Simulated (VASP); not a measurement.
A run of VASP 6.6.1 is set up as follows.

Contents of INCAR:

```
SYSTEM = SiW2
PREC     = Accurate       ! precision mode
ENCUT    = 520            ! plane-wave cutoff, eV
EDIFF    = 1E-6           ! SCF threshold, eV
ISMEAR   = 0              ! smearing method
SIGMA    = 0.1            ! smearing width, eV
LREAL    = .False.        ! projectors in reciprocal space
LASPH    = .True.         ! aspherical terms in the spheres
NELM     = 60             ! most SCF steps
ALGO     = Fast           ! electronic algorithm
ISIF     = 2              ! what is computed and relaxed
LWAVE    = .False.        ! write WAVECAR
LCHARG   = .True.         ! write CHGCAR
GGA      = PS             ! functional
LELF     = .True.         ! ELF
LVHAR    = .True.       
NBANDS   = 41             ! bands
```

Contents of KPOINTS:

```
regular mesh
0
Gamma
  10 10 10
  0 0 0
```

The input POSCAR:

```
SiW2
1.0
   -2.9645828066      2.9645828066      2.4423049315
    2.9645828066     -2.9645828066      2.4423049315
    2.9645828066      2.9645828066     -2.4423049315
W Si
4 2
Direct
    0.6592379860      0.8407620140      0.5000000000
    0.8407620140      0.3407620140      0.1815240281
    0.3407620140      0.1592379860      0.5000000000
    0.1592379860      0.6592379860      0.8184759719
    0.2500000000      0.2500000000      0.0000000000
    0.7500000000      0.7500000000      0.0000000000
```

Potentials or basis: VASP PAW PBE potentials, release 64 (W_sv, Si).

Launch:

```console
$ cat potpaw_PBE.64/W_sv/POTCAR potpaw_PBE.64/Si/POTCAR > POTCAR
$ mpirun -np 1 vasp_std > vasp.out
```

(1) What does it give for the band gap on the k mesh?

(2) Predict the pressure.

Answers

(1) zero (bands 32 and 33 overlap by 1.43 eV).

(2) 0.4 GPa.

Caveat: the PAW data sets were made with another functional, which shifts forces and pressure a little; spin-orbit coupling is left out, which moves the levels of the heavy elements.
